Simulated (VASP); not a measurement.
Write the native input for VASP 6.6.1 that does the following.

```yaml
Task: single point
Functional: PBE
Potentials_or_basis: VASP PAW PBE potentials, release 64 (Sc_sv, H)
Cutoff: 520 eV
k_mesh: 4 × 5 × 1
Occupations: gaussian, width 0.1 eV
Spin: no spin polarisation
Dipole_correction: yes
Further_INCAR_settings: ALGO = Normal; EDIFF = 1e-06; NBANDS = 54
```

The structure of Sc8H lies in POSCAR:

```
Sc8H
1.0
    6.6389479791      0.0000000000      0.0000000000
    0.0000000000      5.1626219083      0.0000000000
    0.0000000000      0.0000000000     19.1132872497
Sc H
8 1
Direct
    0.0000000000      0.7500000000      0.2092784955
    0.5000000000      0.7500000000      0.2092784955
    0.2500000000      0.2500000000      0.2594137541
    0.7500000000      0.2500000000      0.2594137541
    0.2500000000      0.7500000000      0.3452852846
    0.7500000000      0.7500000000      0.3452852846
    0.0000000000      0.2500000000      0.3983243254
    0.5000000000      0.2500000000      0.3983243254
    0.2500000000      0.7500000000      0.4501972366
```

The input as run:

INCAR

```
PREC = Accurate
ENCUT = 520
EDIFF = 1E-6
ISMEAR = 0
SIGMA = 0.1
LREAL = False
LASPH = True
NELM = 60
ALGO = Normal
ISIF = 2
LWAVE = False
LCHARG = True
LDIPOL = True
IDIPOL = 3
DIPOL = 0.5 0.5 0.319
GGA = PE
LELF = True
LVHAR = True
LVACPOTAV = True
NBANDS = 54
```

KPOINTS

```
regular mesh
0
Gamma
  4 5 1
```

Potentials or basis: VASP PAW PBE potentials, release 64 (Sc_sv, H).

Launch:

```bash
$ cat potpaw_PBE.64/Sc_sv/POTCAR potpaw_PBE.64/H/POTCAR > POTCAR
$ mpirun -np 1 vasp_std > vasp.out
```

Results of the run:

```yaml
Largest_force: 0.284 eV/Å
Band_gap_on_the_k_mesh: zero (an odd number of electrons rules out a gap without spin polarisation)
```

It took 8.7 min on 1 thread of Intel(R) Xeon(R) 6975P-C (Granite Rapids), on a shared host, peak memory 0.69 GiB.
